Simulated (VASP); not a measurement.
# CaBeCdP2 (P4/mmm) in VASP: notebook

Runs on CaBeCdP2. Level: PBE. Tasks: single point, relaxation of cell and atoms.

Everything below comes from runs of VASP 6.6.1. Logs are shortened: lines on timing, memory, paths and dates and some standing lists are left out, and cuts for length are marked.

**1. The cell of the first run**

Symmetry: P4/mmm, No. 123, tetragonal system. Conventional cell: a = 4.666 Å, b = 4.666 Å, c = 4.504 Å, α = 90.00°, β = 90.00°, γ = 90.00°. Within 4.3 Å of Ca (site symmetry 4/mmm) lie 8 P at 3.24 Å and 4 Cd at 3.30 Å and 8 Be at 3.99 Å. Within 3.0 Å of Be (site symmetry 4/mmm) lie 2 Cd at 2.25 Å and 4 P at 2.33 Å. Cd (site symmetry 4/mmm) has 2 Be at 2.25 Å within 3.0 Å. P (site symmetry mmm) has 2 Be at 2.33 Å within 3.1 Å.

**2. Single point, PBE**

Contents of INCAR:

```
PREC = Accurate ; ENCUT = 520
EDIFF = 1E-7 ; ISMEAR = 0
SIGMA = 0.1 ; LREAL = False
LASPH = True ; NELM = 100
ALGO = Normal ; ISIF = 2
LWAVE = False ; LCHARG = False
GGA = PE ; NBANDS = 25
```

Contents of KPOINTS:

```
regular mesh
0
Gamma
  4 4 4
```

Contents of POSCAR:

```
CaBeCdP2
1.0
    4.6658345100      0.0000000000      0.0000000000
    0.0000000000      4.6658345100      0.0000000000
    0.0000000000      0.0000000000      4.5042113300
Ca Be Cd P
1 1 1 2
Direct
    0.0000000000      0.0000000000      0.0000000000
    0.5000000000      0.5000000000      0.5000000000
    0.5000000000      0.5000000000      0.0000000000
    0.5000000000      0.0000000000      0.5000000000
    0.0000000000      0.5000000000      0.5000000000
```

Potentials or basis: VASP PAW PBE potentials, release 64 (Ca_sv, Be, Cd, P).

Launch:

```console
cat potpaw_PBE.64/Ca_sv/POTCAR potpaw_PBE.64/Be/POTCAR potpaw_PBE.64/Cd/POTCAR potpaw_PBE.64/P/POTCAR > POTCAR
mpirun -np 1 vasp_std > vasp.out
```

OUTCAR:

```text
PREC = Accurate
   ENCUT = 520
   EDIFF = 1E-7
   ISMEAR = 0
   LREAL = False
   LASPH = True
   NELM = 100
   ISIF = 2
   GGA = PE

 ion  position               nearest neighbor table
   1  0.000  0.000  0.000-   3 3.30   3 3.30   3 3.30   3 3.30
   2  0.500  0.500  0.500-   3 2.25   3 2.25   5 2.33   4 2.33   4 2.33   5 2.33
   3  0.500  0.500  0.000-   2 2.25   2 2.25   5 3.24   4 3.24   4 3.24   5 3.24   4 3.24   4 3.24
                             5 3.24   5 3.24   1 3.30   1 3.30   1 3.30   1 3.30
   4  0.500  0.000  0.500-   2 2.33   2 2.33   3 3.24   3 3.24   3 3.24   3 3.24
   5  0.000  0.500  0.500-   2 2.33   2 2.33   3 3.24   3 3.24   3 3.24   3 3.24

  LATTYP: Found a simple tetragonal cell.
 ALAT       =     4.6658345100
 C/A-ratio  =     0.9653602845

  Lattice vectors:

 A1 = (   4.6658345100,   0.0000000000,   0.0000000000)
 A2 = (   0.0000000000,   4.6658345100,   0.0000000000)
 A3 = (   0.0000000000,   0.0000000000,   4.5042113300)

Analysis of symmetry for initial positions (statically):
=====================================================================
 Subroutine PRICEL returns:
 Original cell was already a primitive cell.

 Routine SETGRP: Setting up the symmetry group for a
 simple tetragonal supercell.

 Subroutine GETGRP returns: Found 16 space group operations
 (whereof 16 operations were pure point group operations)
 out of a pool of 16 trial point group operations.

The static configuration has the point symmetry D_4h.

Analysis of symmetry for dynamics (positions and initial velocities):
=====================================================================
 Subroutine PRICEL returns:
 Original cell was already a primitive cell.

 Routine SETGRP: Setting up the symmetry group for a
 simple tetragonal supercell.

 Subroutine GETGRP returns: Found 16 space group operations
 (whereof 16 operations were pure point group operations)
 out of a pool of 16 trial point group operations.

The dynamic configuration has the point symmetry D_4h.

 Subroutine INISYM returns: Found 16 space group operations
 (whereof 16 operations are pure point group operations),
 and found     1 'primitive' translations

----------------------------------------------------------------------------------------

                                     Primitive cell

  volume of cell :      98.0567

  direct lattice vectors                    reciprocal lattice vectors
     4.665834510  0.000000000  0.000000000     0.214323932  0.000000000  0.000000000
     0.000000000  4.665834510  0.000000000     0.000000000  0.214323932  0.000000000
     0.000000000  0.000000000  4.504211330     0.000000000  0.000000000  0.222014450

  length of vectors
     4.665834510  4.665834510  4.504211330     0.214323932  0.214323932  0.222014450

  position of ions in fractional coordinates (direct lattice)
     0.000000000  0.000000000  0.000000000
     0.500000000  0.500000000  0.500000000
     0.500000000  0.500000000  0.000000000
     0.500000000  0.000000000  0.500000000
     0.000000000  0.500000000  0.500000000

  ion indices of the primitive-cell ions
   primitive index   ion index
                 1           1
                 2           2
                 3           3
                 4           4
                 5           5

----------------------------------------------------------------------------------------

 KPOINTS: regular mesh

Automatic generation of k-mesh.
 Grid dimensions read from file:
 generate k-points for:    4    4    4

 Generating k-lattice:

  Cartesian coordinates                     Fractional coordinates (reciprocal lattice)
     0.053580983  0.000000000  0.000000000     0.250000000  0.000000000  0.000000000
     0.000000000  0.053580983  0.000000000     0.000000000  0.250000000  0.000000000
     0.000000000  0.000000000  0.055503612     0.000000000  0.000000000  0.250000000

  Length of vectors
     0.053580983  0.053580983  0.055503612

  Shift w.r.t. Gamma in fractional coordinates (k-lattice)
     0.000000000  0.000000000  0.000000000

 Subroutine IBZKPT returns following result:
 ===========================================

 Found     18 irreducible k-points:

 Following reciprocal coordinates:
            Coordinates               Weight
  0.000000  0.000000  0.000000      1.000000
  0.250000  0.000000  0.000000      4.000000
  0.500000  0.000000  0.000000      2.000000
  0.250000  0.250000  0.000000      4.000000
  0.500000  0.250000  0.000000      4.000000
  0.500000  0.500000  0.000000      1.000000
[... 10 lines left out ...]
  0.500000  0.250000  0.500000      4.000000
  0.500000  0.500000  0.500000      1.000000
   k-points           NKPTS =     18   k-points in BZ     NKDIM =     18   number of bands    NBANDS=     25
   number of dos      NEDOS =    301   number of ions     NIONS =      5
   total plane-waves  NPLWV =  46656
   dimension x,y,z NGX =    36 NGY =   36 NGZ =   36
   dimension x,y,z NGXF=    72 NGYF=   72 NGZF=   72
   ions per type =               1   1   1   2
   NGX,Y,Z   is equivalent  to a cutoff of  12.83, 12.83, 13.29 a.u.
   NGXF,Y,Z  is equivalent  to a cutoff of  25.65, 25.65, 26.57 a.u.
 SYSTEM =  unknown system
   PREC   = accura    normal or accurate (medium, high low for compatibility)
   ISTART =      0    job   : 0-new  1-cont  2-samecut
   ICHARG =      2    charge: 1-file 2-atom 10-const
   ISPIN  =      1    spin polarized calculation?
   LNONCOLLINEAR =      F non collinear calculations
   LSORBIT =      F    spin-orbit coupling
   LASPH  =      T    aspherical Exc in radial PAW
   ENCUT  =  520.0 eV  38.22 Ry    6.18 a.u.   8.68  8.68  8.37*2*pi/ulx,y,z
   NELM   =    100;   NELMIN=  2; NELMDL= -5     # of ELM steps
   EDIFF  = 0.1E-06   stopping-criterion for ELM
   LREAL  =      F    real-space projection
   EDIFFG = 0.1E-05   stopping-criterion for IOM
   NSW    =      0    number of steps for IOM
   IBRION =     -1    ionic relax: 0-MD 1-quasi-New 2-CG
   NFREE  =      0    steps in history (QN), initial steepest desc. (CG)
   ISIF   =      2    stress and relaxation
   ISYM   =      2    0-nonsym 1-usesym 2-fastsym
   POTIM  = 0.5000    time-step for ionic-motion
   TEBEG  =    0.0;   TEEND  =   0.0 temperature during run
   PSTRESS=    0.0 pullay stress
   NELECT =      34.0000    total number of electrons
   NUPDOWN=      -1.0000    fix difference up-down
   EMIN   =  10.00;   EMAX   =-10.00  energy-range for DOS
   EFERMI =   0.00;   METHOD = LEGACY
   ISMEAR =     0;   SIGMA  =   0.10  broadening in eV -4-tet -1-fermi 0-gaus
   EFERMI_NEDOS =   21; number of points for ismear=-14 and -15
   IALGO  =     38    algorithm
   IMIX   =      4    mixing-type and parameters
     AMIX     =   0.40;   BMIX     =  1.00
     AMIX_MAG =   1.60;   BMIX_MAG =  1.00
  volume/ion in A,a.u.               =      19.61       132.34
  Fermi-wavevector in a.u.,A,eV,Ry     =   1.150117  2.173406 17.997364  1.322769
  Thomas-Fermi vector in A             =   2.286783
   LORBIT       =      0    0 simple, 1 ext, 2 COOP (PROOUT), +10 PAW based schemes
   GGA     = PE    functional components
   LHFCALC =     F    Hartree Fock is set to
   AEXX    =    0.0000 exact exchange contribution
   IVDW    =     0    specifies the selected vdW correction
   LEPSILON=     F    determine dielectric tensor
   LRPA    =     F    only Hartree local field effects (RPA)
 non-spin polarized calculation
 Gauss-broadening in eV      SIGMA  =   0.10
  energy-cutoff  :      520.00
  volume of cell :       98.06
 maximum number of plane-waves:      2672
 NGX is ok and might be reduce to    36
   NGX = 17   NGY = 17   NGZ = 17

 number of electron      34.0000002 magnetization

 Free energy of the ion-electron system (eV)
  ---------------------------------------------------
  ext. energy  EPLUGINS =         0.00000000
  ---------------------------------------------------
  free energy    TOTEN  =       -17.23508539 eV

  energy without entropy =      -17.22202841  energy(sigma->0) =      -17.22855690

 E-fermi :   4.7105     XC(G=0):  -9.9291

 val. band max:        4.6536051204   @ k =   0.0000   0.0000   0.5000
 cond. band min:       4.7122093789   @ k =   0.0000   0.0000   0.2500
 fundamental gap:      0.0586042584
 Fermi energy:         4.7105229618

 k-point     1 :       0.0000    0.0000    0.0000
  band No.  band energies     occupation
      1     -36.9022      2.00000
      2     -17.9371      2.00000
      3     -17.9371      2.00000
      4     -17.8403      2.00000
      5      -7.2062      2.00000
      6      -4.9009      2.00000
[... 17 lines left out ...]
     24       7.4877      0.00000
     25       7.6957      0.00000

 k-point     2 :       0.2500    0.0000    0.0000
  band No.  band energies     occupation
      1     -36.9020      2.00000
      2     -17.9460      2.00000
      3     -17.9372      2.00000
      4     -17.8395      2.00000
      5      -6.8889      2.00000
      6      -5.0503      2.00000
[... 17 lines left out ...]
     24       7.9349      0.00000
     25       8.3082      0.00000

 k-point     3 :       0.5000    0.0000    0.0000
  band No.  band energies     occupation
      1     -36.9017      2.00000
      2     -17.9548      2.00000
      3     -17.9374      2.00000
      4     -17.8388      2.00000
      5      -6.2135      2.00000
      6      -5.7447      2.00000
[... 384 lines left out ...]
 k-point    17 :       0.5000    0.2500    0.5000
  band No.  band energies     occupation
      1     -36.9009      2.00000
      2     -17.9491      2.00000
      3     -17.9414      2.00000
      4     -17.8586      2.00000
      5      -5.8672      2.00000
      6      -5.7809      2.00000
[... 17 lines left out ...]
     24       8.4394      0.00000
     25       9.2009      0.00000

 k-point    18 :       0.5000    0.5000    0.5000
  band No.  band energies     occupation
      1     -36.9007      2.00000
      2     -17.9476      2.00000
      3     -17.9476      2.00000
      4     -17.8569      2.00000
      5      -5.8348      2.00000
      6      -5.8348      2.00000
[... 17 lines left out ...]
     24       8.8510      0.00000
     25       9.2251      0.00000

------------------------ aborting loop because EDIFF is reached ----------------------------------------

  FORCE on cell =-STRESS in cart. coord.  units (eV):
  Direction    XX          YY          ZZ          XY          YZ          ZX
  --------------------------------------------------------------------------------------
  -------------------------------------------------------------------------------------
  Total       -1.6278854     -1.6278854      1.5859543      0.0000000     -0.0000000      0.0000000
  in kB      -26.5984896    -26.5984896     25.9133657      0.0000000     -0.0000000      0.0000000
  external PRESSURE =      -9.0945379 kB  Pullay stress =       0.0000000 kB

 VOLUME and BASIS-vectors are now :
 -----------------------------------------------------------------------------
  energy-cutoff  :      520.00
  volume of cell :       98.06
      direct lattice vectors                 reciprocal lattice vectors
     4.665834510  0.000000000  0.000000000     0.214323932  0.000000000  0.000000000
     0.000000000  4.665834510  0.000000000     0.000000000  0.214323932  0.000000000
     0.000000000  0.000000000  4.504211330     0.000000000  0.000000000  0.222014450

 POSITION                                       TOTAL-FORCE (eV/Angst)
 -----------------------------------------------------------------------------------
      0.00000      0.00000      0.00000         0.000000      0.000000      0.000000
      2.33292      2.33292      2.25211         0.000000      0.000000      0.000000
      2.33292      2.33292      0.00000         0.000000      0.000000      0.000000
      2.33292      0.00000      2.25211         0.000000      0.000000      0.000000
      0.00000      2.33292      2.25211         0.000000      0.000000      0.000000
 -----------------------------------------------------------------------------------
    total drift:                                0.000000      0.000000      0.000000

  FREE ENERGIE OF THE ION-ELECTRON SYSTEM (eV)
  ---------------------------------------------------
  free  energy   TOTEN  =       -17.2350853871 eV

  energy  without entropy=      -17.2220284064  energy(sigma->0) =      -17.22855690
```

Run time: 42 s. Hardware: 1 thread of Oxide Virtual Turin-like, shared host; peak memory 0.2 GiB.

Results:

```yaml
Free_energy: -17.2351 eV
Pressure: -0.9 GPa
Band_gap_on_the_k_mesh: zero (band 17 reaches 5.72 eV, above the bottom of band 18 at 3.93 eV)
```

Stress tensor (GPa, compression positive):
```
-2.66  0.00  0.00
 0.00 -2.66  0.00
 0.00  0.00  2.59
```

**3. Single point, PBE**

This run uses another cell than the first one, of 19.30 Å³/atom, 0.984 times its volume.

Contents of INCAR:

```
ALGO = Normal ; EDIFF = 1E-7
ENCUT = 520 ; GGA = PE
ISIF = 2 ; ISMEAR = 0
LASPH = T ; LCHARG = T
LELF = T ; LREAL = F
LVHAR = T ; LWAVE = F
NBANDS = 25 ; NELM = 60
PREC = Accurate ; SIGMA = 0.1
```

Contents of KPOINTS:

```
k-points
0
Gamma
  8 8 8
```

Changes to POSCAR since step 2:

```diff
@@ -2,5 +2,5 @@
 1.0
-    4.6658345100      0.0000000000      0.0000000000
-    0.0000000000      4.6658345100      0.0000000000
-    0.0000000000      0.0000000000      4.5042113300
+    4.5220145036      0.0000000000      0.0000000000
+    0.0000000000      4.5220145036      0.0000000000
+    0.0000000000      0.0000000000      4.7198402102
 Ca Be Cd P
```

Potentials or basis: VASP PAW PBE potentials, release 64 (Ca_sv, Be, Cd, P).

Launch:

```console
cat potpaw_PBE.64/Ca_sv/POTCAR potpaw_PBE.64/Be/POTCAR potpaw_PBE.64/Cd/POTCAR potpaw_PBE.64/P/POTCAR > POTCAR
mpirun -np 1 vasp_std > vasp.out
```

OUTCAR:

```text
EDIFF = 1E-7
   ENCUT = 520
   GGA = PE
   ISIF = 2
   ISMEAR = 0
   LASPH = T
   LREAL = F
   NELM = 60
   PREC = Accurate

 ion  position               nearest neighbor table
   1  0.000  0.000  0.000-   3 3.20   3 3.20   3 3.20   3 3.20
   2  0.500  0.500  0.500-   4 2.26   5 2.26   4 2.26   5 2.26   3 2.36   3 2.36
   3  0.500  0.500  0.000-   2 2.36   2 2.36   1 3.20   1 3.20   1 3.20   1 3.20   5 3.27   5 3.27
                             4 3.27   4 3.27   4 3.27   5 3.27   5 3.27   4 3.27
   4  0.500  0.000  0.500-   2 2.26   2 2.26   3 3.27   3 3.27   3 3.27   3 3.27
   5  0.000  0.500  0.500-   2 2.26   2 2.26   3 3.27   3 3.27   3 3.27   3 3.27

  LATTYP: Found a simple tetragonal cell.
 ALAT       =     4.5220145036
 C/A-ratio  =     1.0437472517

  Lattice vectors:

 A1 = (   4.5220145036,   0.0000000000,   0.0000000000)
 A2 = (   0.0000000000,   4.5220145036,   0.0000000000)
 A3 = (   0.0000000000,   0.0000000000,   4.7198402102)

Analysis of symmetry for initial positions (statically):
=====================================================================
 Subroutine PRICEL returns:
[... 181 lines left out ...]
 cond. band min:       4.7316836480   @ k =   0.3750   0.1250   0.2500
 fundamental gap:      0.0146954628
 Fermi energy:         4.7193399874

 k-point     1 :       0.0000    0.0000    0.0000
  band No.  band energies     occupation
      1     -36.7095      2.00000
      2     -17.7466      2.00000
      3     -17.7466      2.00000
      4     -17.6689      2.00000
      5      -7.3018      2.00000
      6      -4.5774      2.00000
[... 661 lines left out ...]
     24       9.1897      0.00000
     25       9.1959      0.00000

 [... further k-points ...]

------------------------ aborting loop because EDIFF is reached ----------------------------------------

  FORCE on cell =-STRESS in cart. coord.  units (eV):
  Direction    XX          YY          ZZ          XY          YZ          ZX
  --------------------------------------------------------------------------------------
  -------------------------------------------------------------------------------------
  Total        0.0464386      0.0464386      0.1388339      0.0000000      0.0000000      0.0000000
  in kB        0.7709008      0.7709008      2.3047034      0.0000000      0.0000000      0.0000000
  external PRESSURE =       1.2821683 kB  Pullay stress =       0.0000000 kB

 VOLUME and BASIS-vectors are now :
 -----------------------------------------------------------------------------
  energy-cutoff  :      520.00
  volume of cell :       96.51
      direct lattice vectors                 reciprocal lattice vectors
     4.522014504  0.000000000  0.000000000     0.221140379  0.000000000  0.000000000
     0.000000000  4.522014504  0.000000000     0.000000000  0.221140379  0.000000000
     0.000000000  0.000000000  4.719840210     0.000000000  0.000000000  0.211871579

 POSITION                                       TOTAL-FORCE (eV/Angst)
 -----------------------------------------------------------------------------------
      0.00000      0.00000      0.00000         0.000000      0.000000      0.000000
      2.26101      2.26101      2.35992         0.000000      0.000000      0.000000
      2.26101      2.26101      0.00000         0.000000      0.000000      0.000000
      2.26101      0.00000      2.35992         0.000000      0.000000      0.000000
      0.00000      2.26101      2.35992         0.000000      0.000000      0.000000
 -----------------------------------------------------------------------------------
    total drift:                                0.000000      0.000000      0.000000

  FREE ENERGIE OF THE ION-ELECTRON SYSTEM (eV)
  ---------------------------------------------------
  free  energy   TOTEN  =       -17.1928702071 eV

  energy  without entropy=      -17.1805995619  energy(sigma->0) =      -17.18673488
```

It took 3 min on 1 thread of Oxide Virtual Turin-like, shared host; peak memory 0.32 GiB.

Results:

| Property | Result |
| --- | --- |
| Free energy | -17.1929 eV |
| Pressure | 0.1 GPa |
| Band gap on the k mesh | zero (band 17 reaches 6.16 eV, above the bottom of band 18 at 3.80 eV) |

Levels at points of the mesh, in eV from the Fermi level:
```
           k point  band 13  band 14  band 15  band 16  band 17  band 18  band 19  band 20  band 21  band 22
(0.00, 0.00, 0.00)    -4.63    -3.88    -3.26    -0.19     0.59     0.59     0.80     2.37     2.71     2.71
(0.50, 0.00, 0.00)    -4.00    -3.21    -1.74    -1.44    -1.38    -0.48     0.00     2.01     2.29     2.89
(0.50, 0.50, 0.00)    -4.52    -1.65    -1.65    -0.94    -0.30     1.45     1.50     1.50     1.92     3.75
(0.00, 0.00, 0.50)    -4.20    -4.20    -1.37    -0.07     0.31     0.31     1.34     1.96     1.96     3.49
(0.50, 0.00, 0.50)    -3.86    -3.40    -3.39    -1.81    -1.23     0.92     0.96     2.93     3.18     3.40
(0.50, 0.50, 0.50)    -4.29    -4.11    -3.12    -3.12     1.42     2.06     2.41     3.40     3.40     3.76
```

[end of part 1 of 2]
